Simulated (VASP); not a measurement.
**Ba2TaS4: single point with PBE**

The system is Ba2TaS4.

```
Ba Ta S
1.0
     5.18309    0.00000    0.00000
    -2.59155    4.48869    0.00000
     0.00000    0.00000   12.53866
Ba Ta S
2 1 4
Direct
  0.00000 0.00000 0.78196
  0.00000 0.00000 0.21804
  0.00000 0.00000 0.50000
  0.50000 0.00000 0.50000
  0.00000 0.50000 0.50000
  0.50000 0.50000 0.50000
  0.00000 0.00000 0.00000
```

The cell was generated, and may not be a known phase.

```yaml
Program: VASP 6.6.1
Task: single point
Functional: PBE
Potentials_or_basis: VASP PAW PBE potentials, release 64 (Ba_sv, Ta_sv_GW, S)
Cutoff: 500 eV
k_mesh: 6 × 6 × 2
Occupations: gaussian, width 0.1 eV
Spin: no spin polarisation
```

```json
{
  "Pressure": "0.1 GPa",
  "Largest force": "0.220 eV/Å",
  "Band gap on the k mesh": "zero (an odd number of electrons rules out a gap without spin polarisation)"
}
```

Forces in eV/Å, atoms in the order of the input:
```
Ba   0.000  0.000 -0.220
Ba   0.000  0.000  0.220
Ta   0.000  0.000  0.000
S    0.000  0.000  0.000
S    0.000  0.000  0.000
S    0.000  0.000  0.000
S    0.000  0.000  0.000
```

Stress tensor (GPa, compression positive):
```
-0.25  0.00  0.00
 0.00 -0.25  0.00
 0.00  0.00  0.67
```

Levels at points of the mesh, in eV from the Fermi level:
```tsv
k point	band 24	band 25	band 26	band 27	band 28	band 29	band 30	band 31	band 32	band 33
(0.00, 0.00, 0.00)	-1.37	-1.15	-1.15	-0.79	-0.79	-0.52	-0.40	0.12	0.33	0.52
(0.50, 0.00, 0.00)	-2.86	-1.83	-1.74	-1.27	-0.83	0.43	0.65	0.70	0.75	1.27
(0.00, 0.00, 0.50)	-1.21	-1.21	-0.81	-0.70	-0.70	-0.56	-0.20	0.12	0.34	0.52
(0.50, 0.00, 0.50)	-2.86	-2.15	-1.73	-1.26	-0.21	0.53	0.59	0.65	0.78	1.22
```

Run time: 6 min on 1 thread of Intel(R) Xeon(R) Platinum 8488C (Sapphire Rapids), with other jobs on the host, peak memory 0.47 GiB.

Caveat: spin-orbit coupling is left out, which moves the levels of the heavy elements; an odd number of electrons without spin polarisation forces a metal; a magnetic or distorted state may lie lower.
